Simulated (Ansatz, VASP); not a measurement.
**Ca2Te2H5: VASP beside Ansatz**

```
Ca Te H
1.0
     4.15330    0.00000    0.00000
     0.00000    4.15330    0.00000
     0.00000    0.00000    8.28668
Ca Te H
2 2 5
Direct
  0.00000 0.00000 0.00000
  0.00000 0.00000 0.50000
  0.50000 0.50000 0.25663
  0.50000 0.50000 0.74337
  0.50000 0.00000 0.22090
  0.50000 0.00000 0.77910
  0.50000 0.50000 0.50000
  0.00000 0.50000 0.22090
  0.00000 0.50000 0.77910
```

Change from the starting cell: species swapped into the K2Bi2O5 type (P4/mmm, No. 123).

Alike in both runs: task relaxation of cell and atoms; functional PBE; k mesh 4 × 4 × 2; occupations gaussian, width 0.1 eV; no spin polarisation.

```csv
,VASP,Ansatz
version,VASP 6.6.1,Ansatz 0.2.0
potentials or method,"VASP PAW PBE potentials, release 64 (Ca_sv, Te, H), cutoff 600 eV","scalar-relativistic, plane waves, PAW"
valence electrons in the cell,37,57
```

Ansatz gave:

| Property | Result |
| --- | --- |
| gap on the k mesh at the Fermi level, each at its own relaxed structure (eV) | none |
| relaxed volume (Å³/atom) | 19.11 |
| relaxed cell length with the largest relative difference (Å) | 10.626 |

Q: What did VASP give for the same quantities?

A: gap on the k mesh at the Fermi level, each at its own relaxed structure (eV): none; relaxed volume (Å³/atom): 19.08; relaxed cell length with the largest relative difference (Å): 10.601.

A gap of «none» marks a metal or a gap that the smearing closes. VASP's potentials hold 37 valence electrons a cell and Ansatz's 57, so a difference there can come from the potentials and not from the codes.

The k mesh is coarse, so the values compare programs but aren't converged. Spin-orbit coupling is off throughout. Noted on VASP's run: the volume moved by over 15 % at a fixed basis, so the end points are rough.
